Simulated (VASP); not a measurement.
# BAs (Pm-3m) in VASP: relaxation of cell and atoms with PBE

Aim: the relaxation of cell and atoms of BAs with PBE.

Everything below comes from runs of VASP 6.6.1. Logs are shortened: lines on timing, memory, paths and dates and some standing lists are left out, and cuts for length are marked.

### Step 1. The cell of the first run

It takes space group Pm-3m (No. 221, cubic). Conventional cell: a = 3.174 Å, b = 3.174 Å, c = 3.174 Å, α = 90.00°, β = 90.00°, γ = 90.00°. Within 3.6 Å of B (site symmetry m-3m) lie 8 As at 2.75 Å and 6 B at 3.17 Å. Within 3.6 Å of As (site symmetry m-3m) lie 8 B at 2.75 Å and 6 As at 3.17 Å.

### Step 2. Relaxation of cell and atoms, PBE

Input file INCAR:

```
SYSTEM = BAs
PREC     = Accurate       ! precision mode
ENCUT    = 500            ! plane-wave cutoff, eV
EDIFF    = 1E-7           ! SCF threshold, eV
ISMEAR   = 0              ! smearing method
SIGMA    = 0.2            ! smearing width, eV
LREAL    = .FALSE.        ! projectors in reciprocal space
LASPH    = .TRUE.         ! aspherical terms in the spheres
NELM     = 120            ! most SCF steps
ALGO     = Normal         ! electronic algorithm
ISIF     = 3              ! what is computed and relaxed
LWAVE    = .FALSE.        ! write WAVECAR
LCHARG   = .FALSE.        ! write CHGCAR
GGA      = PE             ! functional
IBRION   = 2              ! ionic algorithm
NSW      = 36             ! ionic steps
EDIFFG   = -0.08          ! ionic threshold
GGA_COMPAT= .FALSE.      
NELMIN   = 4
```

Input file KPOINTS:

```
regular mesh
0
G
  6 6 6
  0 0 0
```

Input file POSCAR:

```
BAs
1.0
    3.1738071300      0.0000000000      0.0000000000
    0.0000000000      3.1738071300      0.0000000000
    0.0000000000      0.0000000000      3.1738071300
B As
1 1
Direct
    0.5000000000      0.5000000000      0.5000000000
    0.0000000000      0.0000000000      0.0000000000
```

Potentials or basis: VASP PAW PBE potentials, release 64 (B, As).

Launch:

```console
> cat potpaw_PBE.64/B/POTCAR potpaw_PBE.64/As/POTCAR > POTCAR
> mpirun -np 1 vasp_std > vasp.out
```

OUTCAR:

```text
SYSTEM = BAs
   PREC = Accurate
   ENCUT = 500
   EDIFF = 1E-7
   ISMEAR = 0
   LREAL = .FALSE.
   LASPH = .TRUE.
   NELM = 120
   ISIF = 3
   GGA = PE
   IBRION = 2
   NSW = 36
   EDIFFG = -0.08
   NELMIN = 4

 ion  position               nearest neighbor table
   1  0.500  0.500  0.500-
   2  0.000  0.000  0.000-

  LATTYP: Found a simple cubic cell.
 ALAT       =     3.1738071300

  Lattice vectors:

 A1 = (   3.1738071300,   0.0000000000,   0.0000000000)
 A2 = (   0.0000000000,   3.1738071300,   0.0000000000)
 A3 = (   0.0000000000,   0.0000000000,   3.1738071300)

Analysis of symmetry for initial positions (statically):
=====================================================================
 Subroutine PRICEL returns:
 Original cell was already a primitive cell.

 Routine SETGRP: Setting up the symmetry group for a
 simple cubic supercell.

 Subroutine GETGRP returns: Found 48 space group operations
 (whereof 48 operations were pure point group operations)
 out of a pool of 48 trial point group operations.

The static configuration has the point symmetry O_h .

Analysis of symmetry for dynamics (positions and initial velocities):
=====================================================================
 Subroutine PRICEL returns:
 Original cell was already a primitive cell.

 Routine SETGRP: Setting up the symmetry group for a
 simple cubic supercell.

 Subroutine GETGRP returns: Found 48 space group operations
 (whereof 48 operations were pure point group operations)
 out of a pool of 48 trial point group operations.

The dynamic configuration has the point symmetry O_h .

 Subroutine INISYM returns: Found 48 space group operations
 (whereof 48 operations are pure point group operations),
 and found     1 'primitive' translations

----------------------------------------------------------------------------------------

                                     Primitive cell

  volume of cell :      31.9699

  direct lattice vectors                    reciprocal lattice vectors
     3.173807130  0.000000000  0.000000000     0.315079007  0.000000000  0.000000000
     0.000000000  3.173807130  0.000000000     0.000000000  0.315079007  0.000000000
     0.000000000  0.000000000  3.173807130     0.000000000  0.000000000  0.315079007

  length of vectors
     3.173807130  3.173807130  3.173807130     0.315079007  0.315079007  0.315079007

  position of ions in fractional coordinates (direct lattice)
     0.500000000  0.500000000  0.500000000
     0.000000000  0.000000000  0.000000000

  ion indices of the primitive-cell ions
   primitive index   ion index
                 1           1
                 2           2

----------------------------------------------------------------------------------------

 KPOINTS: regular mesh

Automatic generation of k-mesh.
 Grid dimensions read from file:
 generate k-points for:    6    6    6

 Generating k-lattice:

  Cartesian coordinates                     Fractional coordinates (reciprocal lattice)
     0.052513168  0.000000000  0.000000000     0.166666667  0.000000000  0.000000000
     0.000000000  0.052513168  0.000000000     0.000000000  0.166666667  0.000000000
     0.000000000  0.000000000  0.052513168     0.000000000  0.000000000  0.166666667

  Length of vectors
     0.052513168  0.052513168  0.052513168

  Shift w.r.t. Gamma in fractional coordinates (k-lattice)
     0.000000000  0.000000000  0.000000000

 Subroutine IBZKPT returns following result:
 ===========================================

 Found     20 irreducible k-points:

 Following reciprocal coordinates:
            Coordinates               Weight
  0.000000  0.000000  0.000000      1.000000
  0.166667  0.000000  0.000000      6.000000
  0.333333  0.000000  0.000000      6.000000
  0.500000  0.000000  0.000000      3.000000
  0.166667  0.166667  0.000000     12.000000
  0.333333  0.166667  0.000000     24.000000
[... 12 lines left out ...]
  0.500000  0.500000  0.333333      6.000000
  0.500000  0.500000  0.500000      1.000000
   k-points           NKPTS =     20   k-points in BZ     NKDIM =     20   number of bands    NBANDS=      8
   number of dos      NEDOS =    301   number of ions     NIONS =      2
   total plane-waves  NPLWV =  13824
   dimension x,y,z NGX =    24 NGY =   24 NGZ =   24
   dimension x,y,z NGXF=    48 NGYF=   48 NGZF=   48
   ions per type =               1   1
   NGX,Y,Z   is equivalent  to a cutoff of  12.57, 12.57, 12.57 a.u.
   NGXF,Y,Z  is equivalent  to a cutoff of  25.14, 25.14, 25.14 a.u.
 SYSTEM =  BAs
   PREC   = accura    normal or accurate (medium, high low for compatibility)
   ISTART =      0    job   : 0-new  1-cont  2-samecut
   ICHARG =      2    charge: 1-file 2-atom 10-const
   ISPIN  =      1    spin polarized calculation?
   LNONCOLLINEAR =      F non collinear calculations
   LSORBIT =      F    spin-orbit coupling
   LASPH  =      T    aspherical Exc in radial PAW
   ENCUT  =  500.0 eV  36.75 Ry    6.06 a.u.   5.79  5.79  5.79*2*pi/ulx,y,z
   NELM   =    120;   NELMIN=  4; NELMDL= -5     # of ELM steps
   EDIFF  = 0.1E-06   stopping-criterion for ELM
   LREAL  =      F    real-space projection
   EDIFFG = -.8E-01   stopping-criterion for IOM
   NSW    =     36    number of steps for IOM
   IBRION =      2    ionic relax: 0-MD 1-quasi-New 2-CG
   NFREE  =      1    steps in history (QN), initial steepest desc. (CG)
   ISIF   =      3    stress and relaxation
   ISYM   =      2    0-nonsym 1-usesym 2-fastsym
   POTIM  = 0.5000    time-step for ionic-motion
   TEBEG  =    0.0;   TEEND  =   0.0 temperature during run
   PSTRESS=    0.0 pullay stress
   NELECT =       8.0000    total number of electrons
   NUPDOWN=      -1.0000    fix difference up-down
   EMIN   =  10.00;   EMAX   =-10.00  energy-range for DOS
   EFERMI =   0.00;   METHOD = LEGACY
   ISMEAR =     0;   SIGMA  =   0.20  broadening in eV -4-tet -1-fermi 0-gaus
   EFERMI_NEDOS =   21; number of points for ismear=-14 and -15
   IALGO  =     38    algorithm
   IMIX   =      4    mixing-type and parameters
     AMIX     =   0.40;   BMIX     =  1.00
     AMIX_MAG =   1.60;   BMIX_MAG =  1.00
  volume/ion in A,a.u.               =      15.98       107.87
  Fermi-wavevector in a.u.,A,eV,Ry     =   1.031631  1.949500 14.480165  1.064262
  Thomas-Fermi vector in A             =   2.165788
   LORBIT       =      0    0 simple, 1 ext, 2 COOP (PROOUT), +10 PAW based schemes
   GGA     = PE    functional components
   LHFCALC =     F    Hartree Fock is set to
   AEXX    =    0.0000 exact exchange contribution
   IVDW    =     0    specifies the selected vdW correction
   LEPSILON=     F    determine dielectric tensor
   LRPA    =     F    only Hartree local field effects (RPA)
 conjugate gradient relaxation of ions
 non-spin polarized calculation
 Gauss-broadening in eV      SIGMA  =   0.20
  energy-cutoff  :      500.00
  volume of cell :       31.97
 maximum number of plane-waves:       840
 NGX is ok and might be reduce to    24
   NGX = 11   NGY = 11   NGZ = 11

--------------------------------------- Ionic step        1  -------------------------------------------

 number of electron       8.0000000 magnetization

 Free energy of the ion-electron system (eV)
  ---------------------------------------------------
  ext. energy  EPLUGINS =         0.00000000
  ---------------------------------------------------
  free energy    TOTEN  =        -8.03293335 eV

  energy without entropy =       -8.01592386  energy(sigma->0) =       -8.02442860

------------------------ aborting loop because EDIFF is reached ----------------------------------------

  FORCE on cell =-STRESS in cart. coord.  units (eV):
  Direction    XX          YY          ZZ          XY          YZ          ZX
  --------------------------------------------------------------------------------------
  -------------------------------------------------------------------------------------
  Total       -2.9666861     -2.9666861     -2.9666861      0.0000000     -0.0000000      0.0000000
  in kB     -148.6759022   -148.6759022   -148.6759022      0.0000000     -0.0000000      0.0000000
  external PRESSURE =    -148.6759022 kB  Pullay stress =       0.0000000 kB

 VOLUME and BASIS-vectors are now :
 -----------------------------------------------------------------------------
  energy-cutoff  :      500.00
  volume of cell :       31.97
      direct lattice vectors                 reciprocal lattice vectors
     3.173807130  0.000000000  0.000000000     0.315079007  0.000000000  0.000000000
     0.000000000  3.173807130  0.000000000     0.000000000  0.315079007  0.000000000
     0.000000000  0.000000000  3.173807130     0.000000000  0.000000000  0.315079007

 POSITION                                       TOTAL-FORCE (eV/Angst)
 -----------------------------------------------------------------------------------
      1.58690      1.58690      1.58690         0.000000      0.000000      0.000000
      0.00000      0.00000      0.00000         0.000000      0.000000      0.000000
 -----------------------------------------------------------------------------------
    total drift:                                0.000000      0.000000     -0.000000

  FREE ENERGIE OF THE ION-ELECTRON SYSTEM (eV)
  ---------------------------------------------------
  free  energy   TOTEN  =        -8.0329333526 eV

  energy  without entropy=       -8.0159238553  energy(sigma->0) =       -8.02442860

--------------------------------------- Ionic step        2  -------------------------------------------

 number of electron       7.9999999 magnetization

 Free energy of the ion-electron system (eV)
  ---------------------------------------------------
  ext. energy  EPLUGINS =         0.00000000
  ---------------------------------------------------
  free energy    TOTEN  =        -8.39687393 eV

  energy without entropy =       -8.37984156  energy(sigma->0) =       -8.38835775

 E-fermi :   7.0548     XC(G=0): -11.3801

 val. band max:        6.6743370971   @ k =   0.0000   0.0000   0.0000
 cond. band min:       7.0802877379   @ k =   0.1667   0.1667   0.0000
 fundamental gap:      0.4059506408
 Fermi energy:         7.0548400196

 k-point     1 :       0.0000    0.0000    0.0000
  band No.  band energies     occupation
      1      -8.5895      2.00000
      2       6.2005      2.00000
      3       6.2005      2.00000
      4       6.2005      2.00000
      5       6.6743      1.99287
      6      12.6990      0.00000
      7      12.6990      0.00000
      8      16.2147      0.00000

 k-point     2 :       0.1667    0.0000    0.0000
  band No.  band energies     occupation
      1      -8.1578      2.00000
      2       2.8334      2.00000
      3       6.6454      1.99621
      4       6.6454      1.99621
      5       8.1248      0.00000
      6      13.1436      0.00000
      7      14.6929      0.00000
      8      15.1331      0.00000

 k-point     3 :       0.3333    0.0000    0.0000
  band No.  band energies     occupation
      1      -6.9228      2.00000
      2      -0.8212      2.00000
      3       7.9522      0.00000
      4       7.9522      0.00000
      5       9.2419      0.00000
      6      12.6543      0.00000
      7      12.6543      0.00000
      8      13.0100      0.00000
[... 166 lines left out ...]
 k-point    19 :       0.5000    0.5000    0.3333
  band No.  band energies     occupation
      1      -1.2615      2.00000
      2       2.1884      2.00000
      3       2.1884      2.00000
      4       2.9990      2.00000
      5       5.8489      2.00000
      6       7.1260      0.61472
      7       7.7590      0.00000
      8       7.7590      0.00000

 k-point    20 :       0.5000    0.5000    0.5000
  band No.  band energies     occupation
      1      -0.3174      2.00000
      2       4.0168      2.00000
      3       4.0168      2.00000
      4       4.0168      2.00000
      5       4.4344      2.00000
      6       5.1090      2.00000
      7       5.1090      2.00000
      8       5.1090      2.00000

------------------------ aborting loop because EDIFF is reached ----------------------------------------

  FORCE on cell =-STRESS in cart. coord.  units (eV):
  Direction    XX          YY          ZZ          XY          YZ          ZX
  --------------------------------------------------------------------------------------
  -------------------------------------------------------------------------------------
  Total        0.0168107      0.0168107      0.0168107     -0.0000000     -0.0000000     -0.0000000
  in kB        1.0526726      1.0526726      1.0526726     -0.0000000     -0.0000000     -0.0000000
  external PRESSURE =       1.0526726 kB  Pullay stress =       0.0000000 kB

 VOLUME and BASIS-vectors are now :
 -----------------------------------------------------------------------------
  energy-cutoff  :      500.00
  volume of cell :       25.59
      direct lattice vectors                 reciprocal lattice vectors
     2.946688205  0.000000000  0.000000000     0.339364035 -0.000000000  0.000000000
     0.000000000  2.946688205  0.000000000    -0.000000000  0.339364035  0.000000000
    -0.000000000 -0.000000000  2.946688205    -0.000000000 -0.000000000  0.339364035

 POSITION                                       TOTAL-FORCE (eV/Angst)
 -----------------------------------------------------------------------------------
      1.47334      1.47334      1.47334        -0.000000     -0.000000     -0.000000
      0.00000      0.00000      0.00000         0.000000      0.000000      0.000000
 -----------------------------------------------------------------------------------
    total drift:                                0.000000      0.000000     -0.000000

  FREE ENERGIE OF THE ION-ELECTRON SYSTEM (eV)
  ---------------------------------------------------
  free  energy   TOTEN  =        -8.3968739296 eV

  energy  without entropy=       -8.3798415613  energy(sigma->0) =       -8.38835775

 reached required accuracy - stopping structural energy minimisation
```

It took 4.3 s on 1 thread of Intel Xeon 6975P-C (Granite Rapids), shared host; peak memory 0.13 GiB.

Results:

- Free energy: -8.3969 eV
- Relaxed volume: 12.79 Å³/atom
- Relaxed cell: a = 2.947 Å, b = 2.947 Å, c = 2.947 Å, α = 90.00°, β = 90.00°, γ = 90.00°
- Space group after relaxing (to 0.05 Å): Pm-3m (No. 221)
- Energy gained by relaxing: 182.0 meV/atom
- Ionic steps: 2
- Pressure after relaxing: 0.1 GPa

Step by step:
| step | energy change (eV) | largest force (eV/Å) | pressure (GPa) | volume (Å³) |
| --- | --- | --- | --- | --- |
| 1 | 0.0000 | 0.0000 | -14.87 | 31.97 |
| 2 | -0.3639 | 0.0000 | 0.11 | 25.59 |

Final structure:
```
B As
1.0
     2.94669    0.00000    0.00000
     0.00000    2.94669    0.00000
     0.00000    0.00000    2.94669
B As
1 1
Direct
  0.50000 0.50000 0.50000
  0.00000 0.00000 0.00000
```

Caveat: the volume moved by over 15 % at a fixed basis, so the end points are rough; the bands computed are all filled at some k points, so no gap is given.
